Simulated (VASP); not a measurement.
# GaP (F-43m) in VASP: a series of runs

Runs on GaP. Level: LDA. Tasks: vibrations by perturbation theory.

All numbers are computed with VASP 6.6.1; they aren't measurements. Logs are shortened: lines on timing, memory, paths and dates and some standing lists are left out, and cuts for length are marked.

### Step 1. The cell of the first run

The structure is cubic, space group F-43m (No. 216). Conventional cell: a = 5.456 Å, b = 5.456 Å, c = 5.456 Å, α = 90.00°, β = 90.00°, γ = 90.00°. Ga (site symmetry -43m) has 4 P at 2.36 Å within 3.1 Å. P (site symmetry -43m) has 4 Ga at 2.36 Å within 3.1 Å.

### Step 2. Vibrations by perturbation theory, LDA

Input file INCAR:

```
SYSTEM = GaP
PREC = Accurate
ENCUT = 520
EDIFF = 1E-8
ISMEAR = 0
SIGMA = 0.01
LREAL = .False.
LASPH = .True.
NELM = 60
ALGO = Normal
ISIF = 2
LWAVE = .False.
LCHARG = .False.
GGA = CA
IBRION = 8
NSW = 1
LEPSILON = .True.
```

Input file KPOINTS:

```
Automatic mesh
0
Gamma
  8 8 8
  0 0 0
```

Input file POSCAR:

```
GaP
1.0
    0.0000000000      2.7280790304      2.7280790304
    2.7280790304      0.0000000000      2.7280790304
    2.7280790304      2.7280790304      0.0000000000
Ga P
1 1
Direct
    0.0000000000      0.0000000000      0.0000000000
    0.7500000000      0.7500000000      0.7500000000
```

Potentials or basis: VASP PAW LDA potentials, release 64 (Ga_d, P).

Run with:

```
$ cat potpaw_LDA.64/Ga_d/POTCAR potpaw_LDA.64/P/POTCAR > POTCAR
$ mpirun -np 1 vasp_std > vasp.out
```

OUTCAR:

```text
SYSTEM = GaP
   PREC = Accurate
   ENCUT = 520
   EDIFF = 1E-8
   ISMEAR = 0
   LREAL = .False.
   LASPH = .True.
   NELM = 60
   ISIF = 2
   GGA = CA
   IBRION = 8
   NSW = 1
   LEPSILON = .True.

 ion  position               nearest neighbor table
   1  0.000  0.000  0.000-   2 2.36   2 2.36   2 2.36   2 2.36
   2  0.750  0.750  0.750-   1 2.36   1 2.36   1 2.36   1 2.36

  LATTYP: Found a face centered cubic cell.
 ALAT       =     5.4561580608

  Lattice vectors:

 A1 = (   0.0000000000,   2.7280790304,   2.7280790304)
 A2 = (   2.7280790304,   0.0000000000,   2.7280790304)
 A3 = (   2.7280790304,   2.7280790304,   0.0000000000)

Analysis of symmetry for initial positions (statically):
=====================================================================
 Subroutine PRICEL returns:
 Original cell was already a primitive cell.

 Routine SETGRP: Setting up the symmetry group for a
 face centered cubic supercell.

 Subroutine GETGRP returns: Found 24 space group operations
 (whereof 24 operations were pure point group operations)
 out of a pool of 48 trial point group operations.

The static configuration has the point symmetry T_d .

Analysis of symmetry for dynamics (positions and initial velocities):
=====================================================================
 Subroutine PRICEL returns:
 Original cell was already a primitive cell.

 Routine SETGRP: Setting up the symmetry group for a
 face centered cubic supercell.

 Subroutine GETGRP returns: Found 24 space group operations
 (whereof 24 operations were pure point group operations)
 out of a pool of 48 trial point group operations.

The dynamic configuration has the point symmetry T_d .

 Subroutine INISYM returns: Found 24 space group operations
 (whereof 24 operations are pure point group operations),
 and found     1 'primitive' translations

----------------------------------------------------------------------------------------

                                     Primitive cell

  volume of cell :      40.6070

  direct lattice vectors                    reciprocal lattice vectors
     0.000000000  2.728079030  2.728079030    -0.183279148  0.183279148  0.183279148
     2.728079030  0.000000000  2.728079030     0.183279148 -0.183279148  0.183279148
     2.728079030  2.728079030  0.000000000     0.183279148  0.183279148 -0.183279148

  length of vectors
     3.858086364  3.858086364  3.858086364     0.317448796  0.317448796  0.317448796

  position of ions in fractional coordinates (direct lattice)
     0.000000000  0.000000000  0.000000000
     0.750000000  0.750000000  0.750000000

  ion indices of the primitive-cell ions
   primitive index   ion index
                 1           1
                 2           2

----------------------------------------------------------------------------------------

 KPOINTS: Automatic mesh

Automatic generation of k-mesh.
 Grid dimensions read from file:
 generate k-points for:    8    8    8

 Generating k-lattice:

  Cartesian coordinates                     Fractional coordinates (reciprocal lattice)
[... 532 lines left out ...]

 Free energy of the ion-electron system (eV)
  ---------------------------------------------------
  ---------------------------------------------------
  free energy    TOTEN  =        -1.29688347 eV

  energy without entropy =       -1.29688347

------------------------ aborting loop because EDIFF is reached ----------------------------------------

--------------------------------------- Ionic step        2  -------------------------------------------

------------------------ aborting loop because EDIFF is reached ----------------------------------------

--------------------------------------- Ionic step        3  -------------------------------------------

------------------------ aborting loop because EDIFF is reached ----------------------------------------

 PIEZOELECTRIC TENSOR FIELD DIRECTION 3  (e Angst)
 -----------------------------------------------------------------------------
    -0.00035  2.05431  0.00000           (  0.00000  0.03677  0.00000)
     2.05431 -0.00035  0.00000           (  0.03677  0.00000  0.00000)
     0.00000  0.00000 -0.00111           (  0.00000  0.00000 -0.00000)

 PIEZOELECTRIC TENSOR FIELD DIRECTION 3  (C/m^2)
 -----------------------------------------------------------------------------
    -0.00014  0.81054  0.00000
     0.81054 -0.00014  0.00000
     0.00000  0.00000 -0.00044

--------------------------------------- Ionic step        4  -------------------------------------------

------------------------ aborting loop because EDIFF is reached ----------------------------------------

[... ionic steps 5 to 6 ...]

--------------------------------------- Ionic step        7  -------------------------------------------

 Free energy of the ion-electron system (eV)
  ---------------------------------------------------
  ---------------------------------------------------
  free energy    TOTEN  =        -0.04760633 eV

  energy without entropy =       -0.04760633

------------------------ aborting loop because EDIFF is reached ----------------------------------------

 INTERNAL STRAIN TENSOR  FOR ION    2  DIRECTION 1   (eV/Angst):
 -----------------------------------------------------------------------------
    -0.01101  0.00000  0.00000
     0.00000  0.00753  6.32135
     0.00000  6.32135  0.00753

 MACROSCOPIC STATIC DIELECTRIC TENSOR (including local field effects in DFT)
 ------------------------------------------------------
          11.961217     0.000000    -0.000000
           0.000000    11.961217    -0.000000
           0.000000    -0.000000    11.961217
 ------------------------------------------------------

 PIEZOELECTRIC TENSOR (including local field effects)  for field in x, y, z        (e  Angst)
          XX          YY          ZZ          XY          YZ          ZX
  --------------------------------------------------------------------------------
  x    -0.00000    -0.00000    -0.00000     0.00000     2.06165    -0.00000
  y     0.00000     0.00000    -0.00000    -0.00000     0.00000     2.06165
  z     0.00000    -0.00000    -0.00000     2.06165    -0.00000     0.00000

 PIEZOELECTRIC TENSOR (including local field effects)  for field in x, y, z        (C/m^2)
          XX          YY          ZZ          XY          YZ          ZX
  --------------------------------------------------------------------------------
  x    -0.00000    -0.00000    -0.00000     0.00000     0.81344    -0.00000
  y     0.00000     0.00000    -0.00000    -0.00000     0.00000     0.81344
  z     0.00000    -0.00000    -0.00000     0.81344    -0.00000     0.00000

 BORN EFFECTIVE CHARGES (including local field effects) (in |e|, cummulative output)
 ---------------------------------------------------------------------------------
 ion    1
    1     2.18507     0.00000    -0.00000
    2     0.00000     2.18507    -0.00000
    3     0.00000     0.00000     2.18507
 ion    2
    1    -2.18507     0.00000     0.00000
    2    -0.00000    -2.18507     0.00000
    3    -0.00000    -0.00000    -2.18507

 INTERNAL STRAIN TENSOR FOR ION    2 for displacements in x,y,z  (eV/Angst):
          X           Y           Z          XY          YZ          ZX
  --------------------------------------------------------------------------------
  x     0.00000     0.00000     0.00000     0.00000     6.32135     0.00000
  y     0.00000     0.00000     0.00000     0.00000     0.00000     6.32135
  z     0.00000     0.00000     0.00000     6.32135     0.00000     0.00000

 SECOND DERIVATIVES (NOT SYMMETRIZED)
 ------------------------------------
               1X          1Y          1Z          2X          2Y          2Z
  1X    -9.602816    0.000000    0.000000    9.602816    0.000000    0.000000
  1Y     0.000000   -9.602816    0.000000    0.000000    9.602816    0.000000
  1Z     0.000000    0.000000   -9.602816    0.000000    0.000000    9.602816
  2X     9.617517    0.000000    0.000000   -9.617517    0.000000    0.000000
  2Y     0.000000    9.617517    0.000000    0.000000   -9.617517    0.000000
  2Z     0.000000    0.000000    9.617517    0.000000    0.000000   -9.617517

 Eigenvectors and eigenvalues of the dynamical matrix
 ----------------------------------------------------

   1 f  =   10.466505 THz    65.762991 2PiTHz  349.125029 cm-1    43.285967 meV
             X         Y         Z           dx          dy          dz
      0.000000  0.000000  0.000000     0.512545    0.171004   -0.123798
      4.092119  4.092119  4.092119    -0.769579   -0.256760    0.185881
[... 21 lines left out ...]
   6 f/i=    0.003693 THz     0.023206 2PiTHz    0.123199 cm-1     0.015275 meV
             X         Y         Z           dx          dy          dz
      0.000000  0.000000  0.000000    -0.735143    0.384773    0.065141
      4.092119  4.092119  4.092119    -0.489610    0.256262    0.043385

--------------------------------------------------------------------------------------------------------

 MACROSCOPIC STATIC DIELECTRIC TENSOR IONIC CONTRIBUTION
 ------------------------------------------------------
           2.213928    -0.000000    -0.000000
          -0.000000     2.213928    -0.000000
          -0.000000    -0.000000     2.213928
 ------------------------------------------------------

 ELASTIC MODULI CONTR FROM IONIC RELAXATION (kBar)
 Direction    XX          YY          ZZ          XY          YZ          ZX
 --------------------------------------------------------------------------------
 XX          -0.0000     -0.0000     -0.0000     -0.0000      0.0000     -0.0000
 YY          -0.0000     -0.0000     -0.0000     -0.0000      0.0000     -0.0000
 ZZ          -0.0000     -0.0000     -0.0000      0.0000      0.0000     -0.0000
 XY          -0.0000     -0.0000      0.0000   -162.2073      0.0000     -0.0000
 YZ           0.0000      0.0000      0.0000      0.0000   -162.2073      0.0000
 ZX          -0.0000     -0.0000     -0.0000     -0.0000      0.0000   -162.2073
 --------------------------------------------------------------------------------

 PIEZOELECTRIC TENSOR IONIC CONTR  for field in x, y, z        (C/m^2)
          XX          YY          ZZ          XY          YZ          ZX
  --------------------------------------------------------------------------------
  x     0.00000     0.00000     0.00000     0.00000    -0.56388     0.00000
  y    -0.00000    -0.00000    -0.00000    -0.00000     0.00000    -0.56388
  z    -0.00000     0.00000     0.00000    -0.56388     0.00000     0.00000
```

Wall time 7.8 min (1 thread of AMD EPYC 7R13 (Zen 3), shared host); peak memory 0.24 GiB.

What came out:

```yaml
Electronic_dielectric_tensor_diagonal: 11.96
Born_charges_mean_of_the_diagonal: Ga +2.19; P -2.19 e
Highest_phonon_frequency_at_Γ_LO-TO_splitting_left_out: 349 cm⁻¹
```

Phonon frequencies in cm⁻¹ (negative: imaginary):
```tsv
q point	frequencies
(0.000, 0.000, 0.000)	0 0 0 349 349 349
```

Electronic dielectric tensor:
```
11.96  0.00  0.00
 0.00 11.96  0.00
 0.00  0.00 11.96
```

Born effective charge tensors (e):
atom 1, Ga
```
2.19 0.00 0.00
0.00 2.19 0.00
0.00 0.00 2.19
```
atom 2, P
```
-2.19  0.00  0.00
 0.00 -2.19  0.00
 0.00  0.00 -2.19
```

Caveat: the cell stands under pressure or tension, which shifts response properties.

### Step 3. Vibrations by perturbation theory, LDA

This run uses another cell than the first one, of 18.81 Å³/atom.

Input file INCAR:

```
SYSTEM = GaP
PREC = Accurate
ENCUT = 520
EDIFF = 1E-8
ISMEAR = 0
SIGMA = 0.01
LREAL = .FALSE.
LASPH = .TRUE.
NELM = 100
ALGO = Normal
ISIF = 2
LWAVE = .FALSE.
LCHARG = .FALSE.
GGA = CA
NBANDS = 16
IBRION = 8
NSW = 1
LEPSILON = .TRUE.
```

Input file KPOINTS:

```
regular mesh
0
G
  10 10 10
  0 0 0
```

Input file POSCAR:

```
GaP
1.0
    0.0000000000      2.6594931160      2.6594931160
    2.6594931160      0.0000000000      2.6594931160
    2.6594931160      2.6594931160      0.0000000000
Ga P
1 1
Direct
    0.0000000000      0.0000000000      0.0000000000
    0.7500000000      0.7500000000      0.7500000000
```

Potentials or basis: VASP PAW LDA potentials, release 64 (Ga_d, P).

Run with:

```
$ cat potpaw_LDA.64/Ga_d/POTCAR potpaw_LDA.64/P/POTCAR > POTCAR
$ mpirun -np 1 vasp_std > vasp.out
```

OUTCAR:

```text
SYSTEM = GaP
   PREC = Accurate
   ENCUT = 520
   EDIFF = 1E-8
   ISMEAR = 0
   LREAL = .FALSE.
   LASPH = .TRUE.
   NELM = 100
   ISIF = 2
   GGA = CA
   IBRION = 8
   NSW = 1
   LEPSILON = .TRUE.

 ion  position               nearest neighbor table
   1  0.000  0.000  0.000-   2 2.30   2 2.30   2 2.30   2 2.30
   2  0.750  0.750  0.750-   1 2.30   1 2.30   1 2.30   1 2.30

  LATTYP: Found a face centered cubic cell.
 ALAT       =     5.3189862320

  Lattice vectors:

 A1 = (   0.0000000000,   2.6594931160,   2.6594931160)
 A2 = (   2.6594931160,   0.0000000000,   2.6594931160)
 A3 = (   2.6594931160,   2.6594931160,   0.0000000000)

Analysis of symmetry for initial positions (statically):
[... 758 lines left out ...]
  z     0.00000     0.00000    -0.00000     9.53873     0.00000     0.00000

 SECOND DERIVATIVES (NOT SYMMETRIZED)
 ------------------------------------
               1X          1Y          1Z          2X          2Y          2Z
  1X   -11.547098    0.000000    0.000000   11.547098    0.000000    0.000000
  1Y     0.000000  -11.547098    0.000000    0.000000   11.547098    0.000000
  1Z     0.000000    0.000000  -11.547098    0.000000    0.000000   11.547098
  2X    11.579173    0.000000    0.000000  -11.579173    0.000000    0.000000
  2Y     0.000000   11.579173    0.000000    0.000000  -11.579173    0.000000
  2Z     0.000000    0.000000   11.579173    0.000000    0.000000  -11.579173

 Eigenvectors and eigenvalues of the dynamical matrix
 ----------------------------------------------------

   1 f  =   11.482225 THz    72.144950 2PiTHz  383.005814 cm-1    47.486647 meV
             X         Y         Z           dx          dy          dz
      0.000000  0.000000  0.000000     0.000000    0.554081    0.000000
      3.989240  3.989240  3.989240     0.000000   -0.832463    0.000000
[... 21 lines left out ...]
   6 f/i=    0.007345 THz     0.046153 2PiTHz    0.245017 cm-1     0.030378 meV
             X         Y         Z           dx          dy          dz
      0.000000  0.000000  0.000000     0.000000    0.000000    0.832463
      3.989240  3.989240  3.989240     0.000000    0.000000    0.554081

--------------------------------------------------------------------------------------------------------

 MACROSCOPIC STATIC DIELECTRIC TENSOR IONIC CONTRIBUTION
 ------------------------------------------------------
           1.685238    -0.000000    -0.000000
          -0.000000     1.685238     0.000000
          -0.000000     0.000000     1.685238
 ------------------------------------------------------

 ELASTIC MODULI CONTR FROM IONIC RELAXATION (kBar)
 Direction    XX          YY          ZZ          XY          YZ          ZX
 --------------------------------------------------------------------------------
 XX          -0.0000      0.0000      0.0000     -0.0000      0.0000     -0.0000
 YY           0.0000     -0.0000     -0.0000      0.0000     -0.0000     -0.0000
 ZZ           0.0000     -0.0000     -0.0000      0.0000     -0.0000      0.0000
 XY          -0.0000      0.0000      0.0000   -332.4188      0.0000     -0.0000
 YZ           0.0000     -0.0000     -0.0000      0.0000   -332.4188      0.0000
 ZX          -0.0000     -0.0000      0.0000     -0.0000      0.0000   -332.4188
 --------------------------------------------------------------------------------

 PIEZOELECTRIC TENSOR IONIC CONTR  for field in x, y, z        (C/m^2)
          XX          YY          ZZ          XY          YZ          ZX
  --------------------------------------------------------------------------------
  x     0.00000    -0.00000    -0.00000     0.00000    -0.70428     0.00000
  y    -0.00000    -0.00000     0.00000    -0.00000     0.00000    -0.70428
  z    -0.00000     0.00000     0.00000    -0.70428     0.00000    -0.00000
```

stdout:

```text
POSCAR found type information on POSCAR GaP
 POSCAR found :  2 types and       2 ions
 scaLAPACK will be used
 LDA part: xc-table for (Slater(with rela. corr.)+CA(PZ))
 , standard interpolation
 POSCAR, INCAR and KPOINTS ok, starting setup
 FFT: planning ... GRIDC
 FFT: planning ... GRID_SOFT
 FFT: planning ... GRID
[... 24 lines left out ...]
 Linear response to external field, progress :
  Direction:   3
 dielectric tensor                  component  3 :     2.237     2.381    10.572
 Linear response DOF=           2
 Linear response progress:
 first order change of Fermi-energy   0.69507E-04
 force on displaced ion       1 direction 1 : -11.547   0.000   0.000
 Born effective charge ion    1 direction 1 :   1.992   0.000   0.000
 Linear response progress:
 first order change of Fermi-energy   0.46033E-04
 force on displaced ion       2 direction 1 : -11.579  -0.000  -0.000
 Born effective charge ion    2 direction 1 :  -2.029   0.000   0.000
 Born effective charges drift removed
 Linear response finished
```

Run time: 24 min. Hardware: 1 thread of Intel Xeon 8259CL, shared host; peak memory 0.37 GiB.

Results:

```yaml
Electronic_dielectric_tensor_diagonal: 10.57
Born_charges_mean_of_the_diagonal: Ga +2.01; P -2.01 e
Highest_phonon_frequency_at_Γ_LO-TO_splitting_left_out: 383 cm⁻¹
```

Phonon frequencies in cm⁻¹ (negative: imaginary):
```
              q point        frequencies
(0.000, 0.000, 0.000)  0 0 0 383 383 383
```

Electronic dielectric tensor:
```
10.57  0.00  0.00
 0.00 10.57  0.00
 0.00  0.00 10.57
```

Born effective charge tensors (e):
atom 1, Ga
```
2.01 0.00 0.00
0.00 2.01 0.00
0.00 0.00 2.01
```
atom 2, P
```
-2.01  0.00  0.00
 0.00 -2.01  0.00
 0.00  0.00 -2.01
```

Caveat: the cell stands under pressure or tension, which shifts response properties.
